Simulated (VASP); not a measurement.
# Mg in VASP: single point with PBEsol+D3(BJ)

Aim: the single point of Mg with PBEsol+D3(BJ).

Everything below comes from runs of VASP 6.6.1. Logs are shortened: lines on timing, memory, paths and dates and some standing lists are left out, and cuts for length are marked.

## (1) The cell of the first run

The cell holds a slab with vacuum, 3 atoms: a = 3.117 Å, b = 3.117 Å, c = 25.081 Å, α = 90.00°, β = 90.00°, γ = 120.00°.

## (2) Single point, PBEsol+D3(BJ)

INCAR reads:

```
PREC     = Accurate       # precision mode
ENCUT    = 520            # plane-wave cutoff, eV
EDIFF    = 1E-6           # SCF threshold, eV
ISMEAR   = 1              # smearing method
SIGMA    = 0.1            # smearing width, eV
LREAL    = F              # projectors in reciprocal space
LASPH    = T              # aspherical terms in the spheres
NELM     = 120            # most SCF steps
ALGO     = Normal         # electronic algorithm
ISIF     = 2              # what is computed and relaxed
LWAVE    = F              # write WAVECAR
LCHARG   = T              # write CHGCAR
LDIPOL   = T            
IDIPOL   = 3            
DIPOL    = 0.5 0.5 0.378
GGA      = PS             # functional
IVDW     = 12             # dispersion correction
LELF     = T              # ELF
LVHAR    = T            
LVACPOTAV= T            
NBANDS   = 10             # bands
GGA_COMPAT= F            
NELMDL   = -8
```

KPOINTS reads:

```
regular mesh
0
Gamma
  12 12 1
```

POSCAR reads:

```
Mg
1.0
    3.1168847833      0.0000000000      0.0000000000
   -1.5584423917      2.6993014030      0.0000000000
    0.0000000000      0.0000000000     25.0810450534
Mg
3
Direct
    0.6666666667      0.3333333333      0.2790952285
    0.3333333333      0.6666666667      0.3792803067
    0.6666666667      0.3333333333      0.4770130324
```

Potentials or basis: VASP PAW PBE potentials, release 64 (Mg).

The run is started by

```
$ cat potpaw_PBE.64/Mg/POTCAR > POTCAR
$ mpirun -np 1 vasp_std > vasp.out
```

OUTCAR:

```text
PREC = Accurate
   ENCUT = 520
   EDIFF = 1E-6
   ISMEAR = 1
   LREAL = F
   LASPH = T
   NELM = 120
   ISIF = 2
   GGA = PS
   IVDW = 12
   NELMDL = -8
 IVDW          = 12

 ion  position               nearest neighbor table
   1  0.667  0.333  0.279-   2 3.09   2 3.09   2 3.09
   2  0.333  0.667  0.379-   3 3.04   3 3.04   3 3.04   1 3.09   1 3.09   1 3.09
   3  0.667  0.333  0.477-   2 3.04   2 3.04   2 3.04

  LATTYP: Found a hexagonal cell.
 ALAT       =     3.1168847833
 C/A-ratio  =     8.0468309858

  Lattice vectors:

 A1 = (   3.1168847833,   0.0000000000,   0.0000000000)
 A2 = (  -1.5584423917,   2.6993014030,   0.0000000000)
 A3 = (   0.0000000000,   0.0000000000,  25.0810450534)

Analysis of symmetry for initial positions (statically):
=====================================================================
 Subroutine PRICEL returns:
 Original cell was already a primitive cell.

 Routine SETGRP: Setting up the symmetry group for a
 hexagonal supercell.

 Subroutine GETGRP returns: Found  6 space group operations
 (whereof  6 operations were pure point group operations)
 out of a pool of 24 trial point group operations.

The static configuration has the point symmetry C_3v.

Analysis of symmetry for dynamics (positions and initial velocities):
=====================================================================
 Subroutine PRICEL returns:
 Original cell was already a primitive cell.

 Routine SETGRP: Setting up the symmetry group for a
 hexagonal supercell.

 Subroutine GETGRP returns: Found  6 space group operations
 (whereof  6 operations were pure point group operations)
 out of a pool of 24 trial point group operations.

The dynamic configuration has the point symmetry C_3v.

 Subroutine INISYM returns: Found  6 space group operations
 (whereof  6 operations are pure point group operations),
 and found     1 'primitive' translations

----------------------------------------------------------------------------------------

                                     Primitive cell

  volume of cell :     211.0172

  direct lattice vectors                    reciprocal lattice vectors
     3.116884783  0.000000000  0.000000000     0.320833162  0.185233112  0.000000000
    -1.558442392  2.699301403  0.000000000     0.000000000  0.370466225  0.000000000
     0.000000000  0.000000000 25.081045053     0.000000000  0.000000000  0.039870747

  length of vectors
     3.116884783  3.116884783 25.081045053     0.370466225  0.370466225  0.039870747

  position of ions in fractional coordinates (direct lattice)
     0.666666667  0.333333333  0.279095228
     0.333333333  0.666666667  0.379280307
     0.666666667  0.333333333  0.477013032

  ion indices of the primitive-cell ions
   primitive index   ion index
                 1           1
                 2           2
                 3           3

----------------------------------------------------------------------------------------

 KPOINTS: regular mesh

Automatic generation of k-mesh.
 Grid dimensions read from file:
 generate k-points for:   12   12    1

 Generating k-lattice:

  Cartesian coordinates                     Fractional coordinates (reciprocal lattice)
     0.026736097  0.015436093  0.000000000     0.083333333  0.000000000  0.000000000
     0.000000000  0.030872185  0.000000000     0.000000000  0.083333333  0.000000000
     0.000000000  0.000000000  0.039870747     0.000000000  0.000000000  1.000000000

  Length of vectors
     0.030872185  0.030872185  0.039870747

  Shift w.r.t. Gamma in fractional coordinates (k-lattice)
     0.000000000  0.000000000  0.000000000

 Subroutine IBZKPT returns following result:
 ===========================================

 Found     19 irreducible k-points:

 Following reciprocal coordinates:
            Coordinates               Weight
  0.000000  0.000000  0.000000      1.000000
  0.083333  0.000000  0.000000      6.000000
  0.166667  0.000000  0.000000      6.000000
  0.250000  0.000000  0.000000      6.000000
  0.333333  0.000000  0.000000      6.000000
  0.416667  0.000000  0.000000      6.000000
[... 11 lines left out ...]
  0.333333  0.250000  0.000000     12.000000
  0.333333  0.333333  0.000000      2.000000
   k-points           NKPTS =     19   k-points in BZ     NKDIM =     19   number of bands    NBANDS=     10
   number of dos      NEDOS =    301   number of ions     NIONS =      3
   total plane-waves  NPLWV = 110592
   dimension x,y,z NGX =    24 NGY =   24 NGZ =  192
   dimension x,y,z NGXF=    48 NGYF=   48 NGZF=  384
   ions per type =               3
   NGX,Y,Z   is equivalent  to a cutoff of  12.80, 12.80, 12.73 a.u.
   NGXF,Y,Z  is equivalent  to a cutoff of  25.60, 25.60, 25.45 a.u.
 SYSTEM =  unknown system
   PREC   = accura    normal or accurate (medium, high low for compatibility)
   ISTART =      0    job   : 0-new  1-cont  2-samecut
   ICHARG =      2    charge: 1-file 2-atom 10-const
   ISPIN  =      1    spin polarized calculation?
   LNONCOLLINEAR =      F non collinear calculations
   LSORBIT =      F    spin-orbit coupling
   LASPH  =      T    aspherical Exc in radial PAW
   ENCUT  =  520.0 eV  38.22 Ry    6.18 a.u.   5.80  5.80 46.63*2*pi/ulx,y,z
   NELM   =    120;   NELMIN=  2; NELMDL= -8     # of ELM steps
   EDIFF  = 0.1E-05   stopping-criterion for ELM
   LREAL  =      F    real-space projection
   EDIFFG = 0.1E-04   stopping-criterion for IOM
   NSW    =      0    number of steps for IOM
   IBRION =     -1    ionic relax: 0-MD 1-quasi-New 2-CG
   NFREE  =      0    steps in history (QN), initial steepest desc. (CG)
   ISIF   =      2    stress and relaxation
   ISYM   =      2    0-nonsym 1-usesym 2-fastsym
   POTIM  = 0.5000    time-step for ionic-motion
   TEBEG  =    0.0;   TEEND  =   0.0 temperature during run
   PSTRESS=    0.0 pullay stress
   NELECT =       6.0000    total number of electrons
   NUPDOWN=      -1.0000    fix difference up-down
   EMIN   =  10.00;   EMAX   =-10.00  energy-range for DOS
   EFERMI =   0.00;   METHOD = LEGACY
   ISMEAR =     1;   SIGMA  =   0.10  broadening in eV -4-tet -1-fermi 0-gaus
   EFERMI_NEDOS =   21; number of points for ismear=-14 and -15
   IALGO  =     38    algorithm
   IMIX   =      4    mixing-type and parameters
     AMIX     =   0.40;   BMIX     =  1.00
     AMIX_MAG =   1.60;   BMIX_MAG =  1.00
  volume/ion in A,a.u.               =      70.34       474.67
  Fermi-wavevector in a.u.,A,eV,Ry     =   0.499673  0.944245  3.397011  0.249673
  Thomas-Fermi vector in A             =   1.507290
   LORBIT       =      0    0 simple, 1 ext, 2 COOP (PROOUT), +10 PAW based schemes
   GGA     = PS    functional components
   LHFCALC =     F    Hartree Fock is set to
   AEXX    =    0.0000 exact exchange contribution
   IVDW    =    12    specifies the selected vdW correction
   LEPSILON=     F    determine dielectric tensor
   LRPA    =     F    only Hartree local field effects (RPA)
 non-spin polarized calculation
 Methfessel and Paxton  Order N= 1 SIGMA  =   0.10
  energy-cutoff  :      520.00
  volume of cell :      211.02
 maximum number of plane-waves:      5714
 NGX is ok and might be reduce to    24
   NGX = 11   NGY = 11   NGZ = 93

 dipolmoment           0.000000      0.000000     -0.009098 electrons x Angstroem

 number of electron       6.0000000 magnetization

 dipolmoment           0.000000      0.000000      0.000081 electrons x Angstroem

 Free energy of the ion-electron system (eV)
  ---------------------------------------------------
  ext. energy  EPLUGINS =         0.00000000
  ---------------------------------------------------
  free energy    TOTEN  =        -4.44516327 eV

  energy without entropy =       -4.44411626  energy(sigma->0) =       -4.44481427

 E-fermi :  -1.6993     XC(G=0):  -3.3486

 val. band max:       -1.7035397393   @ k =   0.3333   0.3333   0.0000
 cond. band min:      -1.6549897799   @ k =   0.5000   0.0000   0.0000
 fundamental gap:      0.0485499595
 Fermi energy:        -1.6993374197

 k-point     1 :       0.0000    0.0000    0.0000
  band No.  band energies     occupation
      1      -8.4463      2.00000
      2      -7.0385      2.00000
      3      -4.7958      2.00000
      4      -2.5781      2.00000
      5       0.1035     -0.00000
      6       1.5772      0.00000
      7       2.0223      0.00000
      8       2.8452      0.00000
      9       2.8986      0.00000
     10       4.5785      0.00000

 k-point     2 :       0.0833    0.0000    0.0000
  band No.  band energies     occupation
      1      -8.3031      2.00000
      2      -6.8966      2.00000
      3      -4.6549      2.00000
      4      -2.4443      2.00000
      5       0.2389     -0.00000
      6       1.7169      0.00000
      7       2.1642      0.00000
      8       2.9846      0.00000
      9       3.0380      0.00000
     10       4.7122      0.00000

 k-point     3 :       0.1667    0.0000    0.0000
  band No.  band energies     occupation
      1      -7.8748      2.00000
      2      -6.4724      2.00000
      3      -4.2344      2.00000
      4      -2.0430      2.00001
      5       0.6380      0.00000
      6       2.1336      0.00000
      7       2.5878      0.00000
      8       3.3966      0.00000
      9       3.4512      0.00000
     10       5.0278      0.00000
[... 183 lines left out ...]
 k-point    18 :       0.3333    0.2500    0.0000
  band No.  band energies     occupation
      1      -3.3138      2.00000
      2      -2.0178      2.00006
      3      -1.7529      1.77759
      4      -0.3718     -0.00000
      5      -0.3178     -0.00000
      6       0.6270      0.00000
      7       1.5620      0.00000
      8       2.2162      0.00000
      9       2.4090      0.00000
     10       3.7352      0.00000

 k-point    19 :       0.3333    0.3333    0.0000
  band No.  band energies     occupation
      1      -1.9565      2.00167
      2      -1.9330      2.00465
      3      -1.7035      1.07106
      4      -0.9901     -0.00000
      5      -0.6936     -0.00000
      6       0.5578      0.00000
      7       1.3577      0.00000
      8       2.3056      0.00000
      9       2.3843      0.00000
     10       3.6310      0.00000

------------------------ aborting loop because EDIFF is reached ----------------------------------------

 Edisp (eV)   -0.56338

 E8    (eV) :    -0.3849

  FORCE on cell =-STRESS in cart. coord.  units (eV):
  Direction    XX          YY          ZZ          XY          YZ          ZX
  --------------------------------------------------------------------------------------
  -------------------------------------------------------------------------------------
  Total      -0.33127    -0.33127     0.79109     0.00000    -0.00000    -0.00000
  in kB      -2.51524    -2.51524     6.00647     0.00000    -0.00000    -0.00000
  external pressure =        0.33 kB  Pullay stress =        0.00 kB

 VOLUME and BASIS-vectors are now :
 -----------------------------------------------------------------------------
  energy-cutoff  :      520.00
  volume of cell :      211.02
      direct lattice vectors                 reciprocal lattice vectors
     3.116884783  0.000000000  0.000000000     0.320833162  0.185233112  0.000000000
    -1.558442392  2.699301403  0.000000000     0.000000000  0.370466225  0.000000000
     0.000000000  0.000000000 25.081045053     0.000000000  0.000000000  0.039870747

 POSITION                                       TOTAL-FORCE (eV/Angst)
 -----------------------------------------------------------------------------------
      1.55844      0.89977      7.00000        -0.000000      0.000000     -0.104041
     -0.00000      1.79953      9.51275         0.000000      0.000000     -0.114003
      1.55844      0.89977     11.96399        -0.000000      0.000000      0.218044
 -----------------------------------------------------------------------------------
    total drift:                               -0.000000      0.000000     -0.000004

  FREE ENERGIE OF THE ION-ELECTRON SYSTEM (eV)
  ---------------------------------------------------
  free  energy   TOTEN  =        -5.0085447329 eV

  energy  without entropy=       -5.0074977202  energy(sigma->0) =       -5.00819573

 vacuum level on the upper side and lower side of the slab         2.097         2.095
```

Run time: 1.8 min. Hardware: 1 thread of Intel Xeon 8259CL, shared host; peak memory 0.32 GiB.

Results:

```yaml
Free_energy: -5.0085 eV
Largest_force: 0.218 eV/Å
Band_gap_on_the_k_mesh: zero (bands 3 and 4 overlap by 1.32 eV)
Dispersion_energy_per_atom: -0.188 eV
```

Forces in eV/Å, atoms in the order of the input:
```
Mg   0.000  0.000 -0.104
Mg   0.000  0.000 -0.114
Mg   0.000  0.000  0.218
```

Caveat: the PAW data sets were made with another functional, which shifts forces and pressure a little.
